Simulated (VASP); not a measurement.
# CdSe (F-43m) in VASP: a series of runs

The runs below take CdSe through single point, with b88 exchange, pbe correlation, RPBE+D3(BJ).

Everything below comes from runs of VASP 6.6.1. Logs are shortened: lines on timing, memory, paths and dates and some standing lists are left out, and cuts for length are marked.

**1. The cell of the first run**

Symmetry: F-43m, No. 216, cubic system. The conventional cell has a = 6.141 Å, b = 6.141 Å, c = 6.141 Å, α = 90.00°, β = 90.00°, γ = 90.00°. Within 3.5 Å of Cd (site symmetry -43m) lie 4 Se at 2.66 Å. Se (site symmetry -43m) has 4 Cd at 2.66 Å within 3.5 Å.

**2. Single point, b88 exchange, pbe correlation**

INCAR reads:

```
SYSTEM = CdSe
  PREC = Accurate
  ENCUT = 500
  EDIFF = 1E-6
  ISMEAR = -1
  SIGMA = 0.05
  LREAL = .FALSE.
  LASPH = .TRUE.
  NELM = 120
  ALGO = Normal
  ISIF = 2
  LWAVE = .FALSE.
  LCHARG = .FALSE.
  GGA = LIBXC
  LIBXC1 = GGA_X_B88
  LIBXC2 = GGA_C_PBE
  NBANDS = 16
  GGA_COMPAT = .FALSE.
```

KPOINTS reads:

```
regular mesh
0
G
  8 8 8
  0 0 0
```

POSCAR reads:

```
CdSe
1.0
    0.0000000000      3.0702711986      3.0702711986
    3.0702711986      0.0000000000      3.0702711986
    3.0702711986      3.0702711986      0.0000000000
Cd Se
1 1
Direct
    0.0000000000      0.0000000000      0.0000000000
    0.2500000000      0.2500000000      0.2500000000
```

Potentials or basis: VASP PAW PBE potentials, release 64 (Cd, Se).

Started as:

```sh
$ cat potpaw_PBE.64/Cd/POTCAR potpaw_PBE.64/Se/POTCAR > POTCAR
$ mpirun -np 1 vasp_std > vasp.out
```

OUTCAR:

```text
SYSTEM = CdSe
   PREC = Accurate
   ENCUT = 500
   EDIFF = 1E-6
   ISMEAR = -1
   LREAL = .FALSE.
   LASPH = .TRUE.
   NELM = 120
   ISIF = 2
   GGA = LIBXC

 ion  position               nearest neighbor table
   1  0.000  0.000  0.000-   2 2.66   2 2.66   2 2.66   2 2.66
   2  0.250  0.250  0.250-   1 2.66   1 2.66   1 2.66   1 2.66

  LATTYP: Found a face centered cubic cell.
 ALAT       =     6.1405423972

  Lattice vectors:

 A1 = (   0.0000000000,   3.0702711986,   3.0702711986)
 A2 = (   3.0702711986,   0.0000000000,   3.0702711986)
 A3 = (   3.0702711986,   3.0702711986,   0.0000000000)

Analysis of symmetry for initial positions (statically):
=====================================================================
 Subroutine PRICEL returns:
 Original cell was already a primitive cell.

 Routine SETGRP: Setting up the symmetry group for a
 face centered cubic supercell.

 Subroutine GETGRP returns: Found 24 space group operations
 (whereof 24 operations were pure point group operations)
 out of a pool of 48 trial point group operations.

The static configuration has the point symmetry T_d .

Analysis of symmetry for dynamics (positions and initial velocities):
=====================================================================
 Subroutine PRICEL returns:
 Original cell was already a primitive cell.

 Routine SETGRP: Setting up the symmetry group for a
 face centered cubic supercell.

 Subroutine GETGRP returns: Found 24 space group operations
 (whereof 24 operations were pure point group operations)
 out of a pool of 48 trial point group operations.

The dynamic configuration has the point symmetry T_d .

 Subroutine INISYM returns: Found 24 space group operations
 (whereof 24 operations are pure point group operations),
 and found     1 'primitive' translations

----------------------------------------------------------------------------------------

                                     Primitive cell

  volume of cell :      57.8842

  direct lattice vectors                    reciprocal lattice vectors
     0.000000000  3.070271199  3.070271199    -0.162852063  0.162852063  0.162852063
     3.070271199  0.000000000  3.070271199     0.162852063 -0.162852063  0.162852063
     3.070271199  3.070271199  0.000000000     0.162852063  0.162852063 -0.162852063

  length of vectors
     4.342019169  4.342019169  4.342019169     0.282068048  0.282068048  0.282068048

[... 77 lines left out ...]
   LASPH  =      T    aspherical Exc in radial PAW
   ENCUT  =  500.0 eV  36.75 Ry    6.06 a.u.   7.92  7.92  7.92*2*pi/ulx,y,z
   NELM   =    120;   NELMIN=  2; NELMDL= -5     # of ELM steps
   EDIFF  = 0.1E-05   stopping-criterion for ELM
   LREAL  =      F    real-space projection
   EDIFFG = 0.1E-04   stopping-criterion for IOM
   NSW    =      0    number of steps for IOM
   IBRION =     -1    ionic relax: 0-MD 1-quasi-New 2-CG
   NFREE  =      0    steps in history (QN), initial steepest desc. (CG)
   ISIF   =      2    stress and relaxation
   ISYM   =      2    0-nonsym 1-usesym 2-fastsym
   POTIM  = 0.5000    time-step for ionic-motion
   TEBEG  =    0.0;   TEEND  =   0.0 temperature during run
   PSTRESS=    0.0 pullay stress
   NELECT =      18.0000    total number of electrons
   NUPDOWN=      -1.0000    fix difference up-down
   EMIN   =  10.00;   EMAX   =-10.00  energy-range for DOS
   EFERMI =   0.00;   METHOD = LEGACY
   ISMEAR =    -1;   SIGMA  =   0.05  broadening in eV -4-tet -1-fermi 0-gaus
   EFERMI_NEDOS =   21; number of points for ismear=-14 and -15
   IALGO  =     38    algorithm
   IMIX   =      4    mixing-type and parameters
     AMIX     =   0.40;   BMIX     =  1.00
     AMIX_MAG =   1.60;   BMIX_MAG =  1.00
  volume/ion in A,a.u.               =      28.94       195.31
  Fermi-wavevector in a.u.,A,eV,Ry     =   1.109121  2.095935 16.737199  1.230149
  Thomas-Fermi vector in A             =   2.245657
   LORBIT       =      0    0 simple, 1 ext, 2 COOP (PROOUT), +10 PAW based schemes
   GGA     = LIBXC    functional components
   LHFCALC =     F    Hartree Fock is set to
   AEXX    =    0.0000 exact exchange contribution
   IVDW    =     0    specifies the selected vdW correction
   LEPSILON=     F    determine dielectric tensor
   LRPA    =     F    only Hartree local field effects (RPA)
 non-spin polarized calculation
  energy-cutoff  :      500.00
  volume of cell :       57.88
 maximum number of plane-waves:      1480
   NGX = 15   NGY = 15   NGZ = 15

 number of electron      18.0000008 magnetization

 Free energy of the ion-electron system (eV)
  ---------------------------------------------------
  ext. energy  EPLUGINS =         0.00000000
  ---------------------------------------------------
  free energy    TOTEN  =        -5.23642253 eV

  energy without entropy =       -5.23639815  energy(sigma->0) =       -5.23641034

 E-fermi :   0.9871     XC(G=0):  -8.7705

 val. band max:        0.6709599249   @ k =   0.0000   0.0000   0.0000
 cond. band min:       1.2229841262   @ k =   0.0000   0.0000   0.0000
 fundamental gap:      0.5520242013
 Fermi energy:         0.9871181034

 k-point     1 :       0.0000    0.0000    0.0000
  band No.  band energies     occupation
      1     -11.7708      2.00000
      2      -7.1817      2.00000
      3      -7.1817      2.00000
      4      -7.1817      2.00000
      5      -6.8385      2.00000
      6      -6.8385      2.00000
[... 433 lines left out ...]
      3      -7.0393      2.00000
      4      -6.8556      2.00000
      5      -6.8233      2.00000
      6      -6.4853      2.00000
[... 8 lines left out ...]
     15      12.2935      0.00000
     16      13.2311      0.00000

 [... further k-points ...]

------------------------ aborting loop because EDIFF is reached ----------------------------------------

  FORCE on cell =-STRESS in cart. coord.  units (eV):
  Direction    XX          YY          ZZ          XY          YZ          ZX
  --------------------------------------------------------------------------------------
  -------------------------------------------------------------------------------------
  Total        0.5297047      0.5297047      0.5297047     -0.0000000      0.0000000     -0.0000000
  in kB       14.6616958     14.6616958     14.6616958     -0.0000000      0.0000000     -0.0000000
  external PRESSURE =      14.6616958 kB  Pullay stress =       0.0000000 kB

 VOLUME and BASIS-vectors are now :
 -----------------------------------------------------------------------------
  energy-cutoff  :      500.00
  volume of cell :       57.88
      direct lattice vectors                 reciprocal lattice vectors
     0.000000000  3.070271199  3.070271199    -0.162852063  0.162852063  0.162852063
     3.070271199  0.000000000  3.070271199     0.162852063 -0.162852063  0.162852063
     3.070271199  3.070271199  0.000000000     0.162852063  0.162852063 -0.162852063

 POSITION                                       TOTAL-FORCE (eV/Angst)
 -----------------------------------------------------------------------------------
      0.00000      0.00000      0.00000         0.000000      0.000000      0.000000
      1.53514      1.53514      1.53514        -0.000000     -0.000000     -0.000000
 -----------------------------------------------------------------------------------
    total drift:                                0.000000      0.000000      0.000000

  FREE ENERGIE OF THE ION-ELECTRON SYSTEM (eV)
  ---------------------------------------------------
  free  energy   TOTEN  =        -5.2364225303 eV

  energy  without entropy=       -5.2363981467  energy(sigma->0) =       -5.23641034
```

OSZICAR:

```text
N       E                     dE             d eps       ncg     rms          rms(c)
DAV:   1     0.102514267216E+03    0.10251E+03   -0.87582E+03   976   0.975E+02
DAV:   2    -0.175335226748E+01   -0.10427E+03   -0.98966E+02  1144   0.242E+02
DAV:   3    -0.560601661948E+01   -0.38527E+01   -0.38475E+01  1032   0.478E+01
DAV:   4    -0.562277832527E+01   -0.16762E-01   -0.16761E-01  1264   0.320E+00
DAV:   5    -0.562288534866E+01   -0.10702E-03   -0.10702E-03  1064   0.220E-01    0.587E+00
DAV:   6    -0.525639376820E+01    0.36649E+00   -0.55413E-01  1368   0.858E+00    0.467E+00
DAV:   7    -0.523465055390E+01    0.21743E-01   -0.14437E-01  1064   0.251E+00    0.202E+00
DAV:   8    -0.523591034402E+01   -0.12598E-02   -0.13134E-02  1080   0.137E+00    0.250E-01
DAV:   9    -0.523624240192E+01   -0.33206E-03   -0.14416E-03  1112   0.467E-01    0.459E-02
DAV:  10    -0.523634482764E+01   -0.10243E-03   -0.16983E-04  1192   0.155E-01    0.448E-02
DAV:  11    -0.523642277678E+01   -0.77949E-04   -0.13497E-04  1120   0.682E-02    0.183E-02
DAV:  12    -0.523642253031E+01    0.24647E-06   -0.18810E-06  1032   0.148E-02
   1 F= -.52364225E+01 E0= -.52364103E+01  d E =-.243836E-04
```

stdout:

```text
POSCAR found type information on POSCAR CdSe
 POSCAR found :  2 types and       2 ions
 scaLAPACK will be used
 -----------------------------------------------------------------------------
|                                                                             |
|                                                                             |
|     You enforced a specific xc type in the INCAR file but a different       |
|     I HOPE YOU KNOW WHAT YOU ARE DOING!                                     |
|                                                                             |
 -----------------------------------------------------------------------------

 LDA part: xc-table for (None,None), standard interpolation
 POSCAR, INCAR and KPOINTS ok, starting setup
 FFT: planning ... GRIDC
 FFT: planning ... GRID_SOFT
 FFT: planning ... GRID
 WAVECAR not read
 entering main loop
```

Run time: 21 s. Hardware: 1 thread of AMD EPYC 7R43 (Zen 3), shared host; peak memory 0.15 GiB.

What came out:

```
Free energy            : -5.2364 eV
Pressure               : 1.5 GPa
Band gap on the k mesh : 0.55 eV
```

Caveat: the PAW data sets were made with another functional, which shifts forces and pressure a little.

**3. Single point, RPBE+D3(BJ)**

This run uses another cell than the first one, of 26.26 Å³/atom.

INCAR reads:

```
  PREC = Accurate
  ENCUT = 520
  EDIFF = 1E-6
  ISMEAR = -1
  SIGMA = 0.05
  LREAL = False
  LASPH = True
  NELM = 80
  ALGO = Normal
  ISIF = 2
  LWAVE = False
  LCHARG = False
  GGA = RP
  IVDW = 12
  NBANDS = 16
```

KPOINTS reads:

```
Automatic mesh
0
Gamma
  8 8 8
```

POSCAR reads:

```
CdSe
1.0
    0.0000000000      2.9725182000      2.9725182000
    2.9725182000      0.0000000000      2.9725182000
    2.9725182000      2.9725182000      0.0000000000
Cd Se
1 1
Direct
    0.0000000000      0.0000000000      0.0000000000
    0.2500000000      0.2500000000      0.2500000000
```

Potentials or basis: VASP PAW PBE potentials, release 64 (Cd, Se).

Started as:

```sh
$ cat potpaw_PBE.64/Cd/POTCAR potpaw_PBE.64/Se/POTCAR > POTCAR
$ mpirun -np 1 vasp_std > vasp.out
```

OUTCAR:

```text
PREC = Accurate
   ENCUT = 520
   EDIFF = 1E-6
   ISMEAR = -1
   LREAL = False
   LASPH = True
   NELM = 80
   ISIF = 2
   GGA = RP
   IVDW = 12
 IVDW          = 12

 ion  position               nearest neighbor table
   1  0.000  0.000  0.000-   2 2.57   2 2.57   2 2.57   2 2.57
   2  0.250  0.250  0.250-   1 2.57   1 2.57   1 2.57   1 2.57

  LATTYP: Found a face centered cubic cell.
 ALAT       =     5.9450364000

  Lattice vectors:

 A1 = (   0.0000000000,   2.9725182000,   2.9725182000)
 A2 = (   2.9725182000,   0.0000000000,   2.9725182000)
 A3 = (   2.9725182000,   2.9725182000,   0.0000000000)

Analysis of symmetry for initial positions (statically):
=====================================================================
 Subroutine PRICEL returns:
 Original cell was already a primitive cell.

 Routine SETGRP: Setting up the symmetry group for a
 face centered cubic supercell.

 Subroutine GETGRP returns: Found 24 space group operations
 (whereof 24 operations were pure point group operations)
 out of a pool of 48 trial point group operations.

The static configuration has the point symmetry T_d .

Analysis of symmetry for dynamics (positions and initial velocities):
[... 161 lines left out ...]
 cond. band min:       2.5581718574   @ k =   0.0000   0.0000   0.0000
 fundamental gap:      0.9257787246
 Fermi energy:         2.1308160333

 k-point     1 :       0.0000    0.0000    0.0000
  band No.  band energies     occupation
      1     -11.3279      2.00000
      2      -6.5634      2.00000
      3      -6.5634      2.00000
      4      -6.5634      2.00000
      5      -6.1117      2.00000
      6      -6.1117      2.00000
[... 433 lines left out ...]
      3      -6.3779      2.00000
      4      -6.1363      2.00000
      5      -6.0923      2.00000
      6      -5.6512      2.00000
[... 8 lines left out ...]
     15      13.6392      0.00000
     16      14.6212      0.00000

 [... further k-points ...]

------------------------ aborting loop because EDIFF is reached ----------------------------------------

 Edisp (eV)   -2.78167

 E8    (eV) :    -1.7254

  FORCE on cell =-STRESS in cart. coord.  units (eV):
  Direction    XX          YY          ZZ          XY          YZ          ZX
  --------------------------------------------------------------------------------------
  -------------------------------------------------------------------------------------
  Total       0.12195     0.12195     0.12195     0.00000    -0.00000     0.00000
  in kB       3.71960     3.71960     3.71960     0.00000    -0.00000     0.00000
  external pressure =        3.72 kB  Pullay stress =        0.00 kB

 VOLUME and BASIS-vectors are now :
 -----------------------------------------------------------------------------
  energy-cutoff  :      520.00
  volume of cell :       52.53
      direct lattice vectors                 reciprocal lattice vectors
     0.000000000  2.972518200  2.972518200    -0.168207549  0.168207549  0.168207549
     2.972518200  0.000000000  2.972518200     0.168207549 -0.168207549  0.168207549
     2.972518200  2.972518200  0.000000000     0.168207549  0.168207549 -0.168207549

 POSITION                                       TOTAL-FORCE (eV/Angst)
 -----------------------------------------------------------------------------------
      0.00000      0.00000      0.00000        -0.000000     -0.000000     -0.000000
      1.48626      1.48626      1.48626         0.000000      0.000000      0.000000
 -----------------------------------------------------------------------------------
    total drift:                               -0.000001     -0.000001     -0.000000

  FREE ENERGIE OF THE ION-ELECTRON SYSTEM (eV)
  ---------------------------------------------------
  free  energy   TOTEN  =        -7.3995395891 eV

  energy  without entropy=       -7.3995387790  energy(sigma->0) =       -7.39953918
```

OSZICAR:

```text
N       E                     dE             d eps       ncg     rms          rms(c)
DAV:   1     0.106708016796E+03    0.10671E+03   -0.89701E+03   952   0.102E+03
DAV:   2    -0.123591225704E+01   -0.10794E+03   -0.10189E+03  1112   0.248E+02
DAV:   3    -0.494945452833E+01   -0.37135E+01   -0.37090E+01  1136   0.481E+01
DAV:   4    -0.496387991789E+01   -0.14425E-01   -0.14425E-01  1096   0.300E+00
DAV:   5    -0.496397355864E+01   -0.93641E-04   -0.93641E-04  1184   0.210E-01    0.752E+00
DAV:   6    -0.463440839648E+01    0.32957E+00   -0.48044E-01  1360   0.867E+00    0.571E+00
DAV:   7    -0.461346497968E+01    0.20943E-01   -0.18013E-01  1048   0.284E+00    0.220E+00
DAV:   8    -0.461680283228E+01   -0.33379E-02   -0.18229E-02  1072   0.168E+00    0.303E-01
DAV:   9    -0.461750120287E+01   -0.69837E-03   -0.19477E-03  1112   0.562E-01    0.581E-02
DAV:  10    -0.461772524366E+01   -0.22404E-03   -0.26551E-04  1184   0.188E-01    0.513E-02
DAV:  11    -0.461786436912E+01   -0.13913E-03   -0.25837E-04  1104   0.916E-02    0.171E-02
DAV:  12    -0.461786685508E+01   -0.24860E-05   -0.33494E-06  1184   0.209E-02    0.647E-03
DAV:  13    -0.461786926793E+01   -0.24129E-05   -0.70702E-06  1136   0.171E-02    0.233E-03
DAV:  14    -0.461786941228E+01   -0.14435E-06   -0.11933E-07   896   0.271E-03
   1 F= -.73995396E+01 E0= -.73995392E+01  d E =-.810070E-06
```

Wall time 48 s (1 thread of AMD EPYC 7R13 (Zen 3), shared host); peak memory 0.16 GiB.

What came out:

- Free energy: -7.3995 eV
- Pressure: 0.4 GPa
- Band gap on the k mesh: 0.93 eV
- Dispersion energy per atom: -1.391 eV

Levels at points of the mesh, in eV from the valence-band top:
```
           k point  band 6  band 7  band 8  band 9  band 10  band 11  band 12  band 13
(0.00, 0.00, 0.00)   -7.74    0.00    0.00    0.00     0.93     6.00     6.00     6.00
(0.50, 0.00, 0.00)   -7.39   -4.76   -0.85   -0.85     2.61     6.53     6.53     7.81
(0.50, 0.50, 0.00)   -7.31   -4.36   -2.08   -2.08     3.17     3.91     9.65    10.74
```

Caveat: the PAW data sets were made with another functional, which shifts forces and pressure a little.
